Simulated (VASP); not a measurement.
Wanted: the native input for a VASP 6.6.1 run.

```yaml
Task: single point
Functional: PBE
Potentials_or_basis: VASP PAW PBE potentials, release 64 (Ag)
Cutoff: 520 eV
k_mesh: 4 × 4 × 4
Occupations: gaussian, width 0.1 eV
Spin: no spin polarisation
Dipole_correction: no
Further_INCAR_settings: ALGO = Fast; EDIFF = 1e-07; NBANDS = 24
```

The structure of Ag lies in POSCAR:

```
Ag
1.0
   -2.8644713400      2.8644713400      2.8644713400
    2.8644713400     -2.8644713400      2.8644713400
    2.8644713400      2.8644713400     -2.8644713400
Ag
3
Direct
    0.0000000000      0.5000000000      0.5000000000
    0.5000000000      0.0000000000      0.5000000000
    0.5000000000      0.5000000000      0.0000000000
```

The cell was built from a structure type or drawn by symmetry, and may not be a known phase.

The input as run:

INCAR

```
SYSTEM = Ag
  PREC = Accurate
  ENCUT = 520
  EDIFF = 1E-7
  ISMEAR = 0
  SIGMA = 0.1
  LREAL = .FALSE.
  LASPH = .TRUE.
  NELM = 100
  ALGO = Fast
  ISIF = 2
  LWAVE = .FALSE.
  LCHARG = .TRUE.
  GGA = PE
  LELF = .TRUE.
  LVHAR = .TRUE.
  NBANDS = 24
```

KPOINTS

```
Automatic mesh
0
G
  4 4 4
  0 0 0
```

Potentials or basis: VASP PAW PBE potentials, release 64 (Ag).

The run is started by

```sh
$ cat potpaw_PBE.64/Ag/POTCAR > POTCAR
$ mpirun -np 1 vasp_std > vasp.out
```

It gave:

- Pressure: -5.2 GPa
- Band gap on the k mesh: zero (an odd number of electrons rules out a gap without spin polarisation)

Caveat: the k points lie up to 0.39 Å⁻¹ apart, too coarse for converged energies and pressures of a metal.

Run time: 13 s on 1 thread of AMD EPYC 9R45 96-Core Processor (Zen 5) (shared host), peak memory 0.2 GiB.
